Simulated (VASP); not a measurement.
Write the native input for VASP 6.6.1 that does the following.

```yaml
Task: single point
Functional: r2SCAN
Potentials_or_basis: VASP PAW PBE potentials, release 64 (Cd, S)
Cutoff: 520 eV
k_mesh: 6 × 6 × 6
Occupations: gaussian, width 0.01 eV
Spin: no spin polarisation
Dipole_correction: no
Further_INCAR_settings: ALGO = Normal; EDIFF = 1e-06; NBANDS = 16
```

The system is CdS.

```xyz
2
Lattice="0.0000 2.6992 2.6992 2.6992 0.0000 2.6992 2.6992 2.6992 0.0000" Properties=species:S:1:pos:R:3 pbc="T T T"
Cd    0.0000    0.0000    0.0000
S     2.6992    2.6992    2.6992
```

This cell differs from its parent crystal: volume changed by -3%.

One way to write it, as run:

POSCAR

```
CdS
1.0
    0.0000000000      2.6992314647      2.6992314647
    2.6992314647      0.0000000000      2.6992314647
    2.6992314647      2.6992314647      0.0000000000
Cd S
1 1
Direct
    0.0000000000      0.0000000000      0.0000000000
    0.5000000000      0.5000000000      0.5000000000
```

INCAR.step1

```
PREC = Accurate
ENCUT = 520
ISMEAR = 0
SIGMA = 0.01
LREAL = False
LASPH = True
NELM = 60
NBANDS = 16
GGA = PE
ALGO = Normal
EDIFF = 1E-4
LWAVE = True
LCHARG = False
```

INCAR.step2

```
PREC = Accurate
ENCUT = 520
EDIFF = 1E-6
ISMEAR = 0
SIGMA = 0.01
LREAL = False
LASPH = True
NELM = 60
ALGO = Normal
ISIF = 2
LWAVE = False
LCHARG = False
METAGGA = R2SCAN
LMIXTAU = True
NBANDS = 16
ISTART = 1
```

KPOINTS

```
regular mesh
0
Gamma
  6 6 6
```

Potentials or basis: VASP PAW PBE potentials, release 64 (Cd, S).

Launch:

```console
$ cat potpaw_PBE.64/Cd/POTCAR potpaw_PBE.64/S/POTCAR > POTCAR
$ cp INCAR.step1 INCAR
$ mpirun -np 1 vasp_std > vasp.out
$ cp INCAR.step2 INCAR
$ mpirun -np 1 vasp_std > vasp.out
```

Results of the run:

```json
{
  "Pressure": "3.3 GPa",
  "Band gap on the k mesh": "0.73 eV, indirect (least direct gap 2.58 eV)"
}
```

Caveat: the PAW data sets were made with another functional, which shifts forces and pressure a little.

It took 24 s on 1 thread of Intel(R) Xeon(R) Platinum 8559C (Emerald Rapids) (shared host), peak memory 0.16 GiB.
